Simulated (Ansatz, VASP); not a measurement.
**One calculation of TiO2, two programs**

Contents of INCAR:

```
  ALGO = Normal
  EDIFF = 1E-6
  ENCUT = 520
  GGA = PE
  ISIF = 2
  ISMEAR = 0
  LASPH = T
  LCHARG = T
  LDAU = T
  LDAUJ = 0 0
  LDAUL = 2 -1
  LDAUPRINT = 1
  LDAUTYPE = 2
  LDAUU = 4 0
  LELF = T
  LMAXMIX = 4
  LREAL = F
  LVHAR = T
  LWAVE = F
  NBANDS = 33
  NELM = 150
  PREC = Accurate
  SIGMA = 0.05
```

File KPOINTS:

```
k-points
0
Gamma
  6 6 10
```

The input POSCAR:

```
TiO2
1.0
    5.0116130050      0.0000000000      0.0000000000
    0.0000000000      5.0116130050      0.0000000000
    0.0000000000      0.0000000000      3.0063836717
Ti O
2 4
Direct
    0.0000000000      0.0000000000      0.0000000000
    0.5000000000      0.5000000000      0.5000000000
    0.3056475955      0.3056475955      0.0000000000
    0.1943524045      0.8056475955      0.5000000000
    0.6943524045      0.6943524045      0.0000000000
    0.8056475955      0.1943524045      0.5000000000
```

Input for Ansatz:

```yaml
crystal:
  lattice:
    - [5.011613005, 0.0, 0.0]
    - [0.0, 5.011613005, 0.0]
    - [0.0, 0.0, 3.0063836717]
  atoms:
    - { symbol: Ti, position: [0.0, 0.0, 0.0] }
    - { symbol: Ti, position: [0.5, 0.5, 0.5] }
    - { symbol: O, position: [0.3056475955, 0.3056475955, 0.0] }
    - { symbol: O, position: [0.1943524045, 0.8056475955, 0.5] }
    - { symbol: O, position: [0.6943524045, 0.6943524045, 0.0] }
    - { symbol: O, position: [0.8056475955, 0.1943524045, 0.5] }
basis:
  ecutwfc: 420
kpoints:
  mp_grid: { grid: [6, 6, 10] }
hamiltonian:
  xc: pbe
  hubbard: { sites: [{ species: Ti, l: d, u_eff: 4.0 }] }
scf:
  occupations: { method: gaussian, width: 0.05 }
output:
  forces: true
  stress: true
  eigenvalues: true
```

Change from the starting cell: strain +0.080 along x and y, +0.000 along z, atoms carried along.

Alike in both runs: task single point; functional PBE; k mesh 6 × 6 × 10; occupations gaussian, width 0.05 eV; no spin polarisation; Hubbard terms Ti d U = 4.0 eV.

|  | VASP | Ansatz |
| --- | --- | --- |
| version | VASP 6.6.1 | Ansatz 0.2.0 |
| potentials or method | VASP PAW PBE potentials, release 64 (Ti_sv, O), cutoff 520 eV | scalar-relativistic, plane waves, PAW |
| valence electrons in the cell | 48 | 48 |

|  | VASP | Ansatz | Ansatz less VASP |
| --- | --- | --- | --- |
| gap on the k mesh at the Fermi level (eV) | 1.96 | 1.90 | -0.061 |
| least direct gap on the mesh (eV) | 2.00 | 1.97 | -0.031 |
| pressure (GPa) | -19.9 | -22.3 | -2.36 |
| traceless stress, the component that is largest in VASP (GPa) | 6.05 | 5.71 | -0.334 |
| rms of the force components (eV/Å) | 0.376 | 0.465 | +0.0892 |

The programs project onto different local orbitals, so the same U acts differently, and such runs can settle in different states. Atom by atom the forces differ by 0.089 eV/Å (rms over components).
